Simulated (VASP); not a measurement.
Here is a VASP 6.6.1 calculation.

The input INCAR:

```
PREC = Accurate ; ENCUT = 600
EDIFF = 1E-6 ; ISMEAR = 0
SIGMA = 0.2 ; LREAL = False
LASPH = True ; NELM = 100
ALGO = Normal ; ISIF = 3
LWAVE = False ; LCHARG = False
GGA = PE ; IBRION = 2
NSW = 36 ; EDIFFG = -0.08
```

Contents of KPOINTS:

```
Automatic mesh
0
Gamma
  6 6 2
```

Contents of POSCAR:

```
LaZr4O3
1.0
    3.3000000000      0.0000000000      0.0000000000
   -1.6500000000      2.8578838300      0.0000000000
    0.0000000000      0.0000000000     12.7000000000
La Zr O
1 4 3
Direct
    0.0000000000      0.0000000000      0.0000000000
    0.3333333300      0.6666666700      0.5950000000
    0.6666666700      0.3333333300      0.4050000000
    0.3333333300      0.6666666700      0.2150000000
    0.6666666700      0.3333333300      0.7850000000
    0.0000000000      0.0000000000      0.5000000000
    0.3333333300      0.6666666700      0.8950000000
    0.6666666700      0.3333333300      0.1050000000
```

Potentials or basis: VASP PAW PBE potentials, release 64 (La, Zr_sv, O).

Launch:

```console
$ cat potpaw_PBE.64/La/POTCAR potpaw_PBE.64/Zr_sv/POTCAR potpaw_PBE.64/O/POTCAR > POTCAR
$ mpirun -np 1 vasp_std > vasp.out
```

Problem. Predict the band gap on the k mesh.

Solution. Zero (an odd number of electrons rules out a gap without spin polarisation).

Problem. Estimate the space group after relaxing (to 0.1 Å).

Solution. P-3m1 (No. 164).

Stress tensor (GPa, compression positive):
```
0.09 0.00 0.00
0.00 0.09 0.00
0.00 0.00 0.18
```

Caveat: the k points lie up to 0.36 Å⁻¹ apart in the final cell, too coarse for converged energies and pressures of a metal; spin-orbit coupling is left out, which moves the levels of the heavy elements; an odd number of electrons without spin polarisation forces a metal; a magnetic or distorted state may lie lower.
